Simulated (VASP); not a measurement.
CaI: relaxation of cell and atoms with PBEsol

Crystal: CaI.

```
I Ca
1.0
     4.14682    0.00000    0.00000
    -2.07341    3.59125    0.00000
     0.00000    0.00000    4.57623
I Ca
1 1
Direct
  0.66667 0.33333 0.00000
  0.00000 0.00000 0.50000
```

```json
{
 "Program": "VASP 6.6.1",
 "Task": "relaxation of cell and atoms",
 "Functional": "PBEsol",
 "Potentials or basis": "VASP PAW PBE potentials, release 64 (I, Ca_sv)",
 "Cutoff": "600 eV",
 "k mesh": "7 × 7 × 6",
 "Occupations": "fermi-dirac, width 0.05 eV",
 "Spin": "no spin polarisation",
 "Target pressure": "30 GPa",
 "Dipole correction": "no",
 "Further INCAR settings": "ALGO = Normal; EDIFF = 1e-06; IBRION = 2; EDIFFG = -0.01; NSW = 60; ISIF = 3"
}
```

```yaml
Relaxed_volume: 21.10 Å³/atom
Relaxed_cell: a = 3.511 Å, b = 3.511 Å, c = 3.951 Å, α = 90.00°, β = 90.00°, γ = 120.00°
Space_group_after_relaxing_to_0.05_Å: P-6m2 (No. 187)
Energy_change_on_relaxing_the_enthalpy_is_what_falls: +655.3 meV/atom
Ionic_steps: 11
Pressure_after_relaxing: 30.0 GPa
```

Stress tensor (GPa, compression positive):
```
29.94  0.00  0.00
 0.00 29.94  0.00
 0.00  0.00 30.05
```

Step by step:
```csv
step,energy change (eV),largest force (eV/Å),pressure (GPa),volume (Å³)
1,0.0000,0.0000,-1.68,68.15
2,18.3929,0.0000,362.19,20.96
3,0.6461,0.0000,17.67,46.76
4,0.9635,0.0000,23.71,44.28
5,1.3245,0.0000,30.38,42.13
6,1.2430,0.0000,28.88,42.58
7,1.2456,0.0000,28.87,42.55
8,1.2497,0.0000,28.86,42.52
9,1.3301,0.0000,30.34,42.09
10,1.3118,0.0000,30.01,42.19
11,1.3105,0.0000,29.98,42.19
```

Final structure:
```cif
data_structure
_symmetry_space_group_name_H-M 'P 1'
_symmetry_Int_Tables_number 1
_cell_length_a 3.5114
_cell_length_b 3.5114
_cell_length_c 3.9514
_cell_angle_alpha 90.000
_cell_angle_beta 90.000
_cell_angle_gamma 120.000
_cell_volume 42.19
loop_
_atom_site_label
_atom_site_type_symbol
_atom_site_fract_x
_atom_site_fract_y
_atom_site_fract_z
_atom_site_occupancy
I1 I 0.66667 0.33333 0.00000 1
Ca1 Ca 0.00000 0.00000 0.50000 1
```

Levels at points of the mesh, in eV from the Fermi level:
| k point | band 5 | band 6 | band 7 | band 8 | band 9 | band 10 | band 11 | band 12 |
| --- | --- | --- | --- | --- | --- | --- | --- | --- |
| (0.00, 0.00, 0.00) | -16.60 | -4.74 | -2.85 | -2.85 | -1.64 | 3.00 | 3.53 | 3.53 |
| (0.00, 0.00, 0.50) | -15.47 | -7.97 | -2.57 | -2.57 | 1.94 | 1.94 | 2.35 | 3.08 |

Run time: 3 min on 1 thread of Intel(R) Xeon(R) Platinum 8488C (Sapphire Rapids), on a shared host, peak memory 0.25 GiB.

Caveat: the cell is relaxed towards a set pressure, so the enthalpy falls and the energy may rise; the volume moved by over 15 % at a fixed basis, so the end points are rough; the PAW data sets were made with another functional, which shifts forces and pressure a little; spin-orbit coupling is left out, which moves the levels of the heavy elements; an odd number of electrons without spin polarisation forces a metal; a magnetic or distorted state may lie lower.
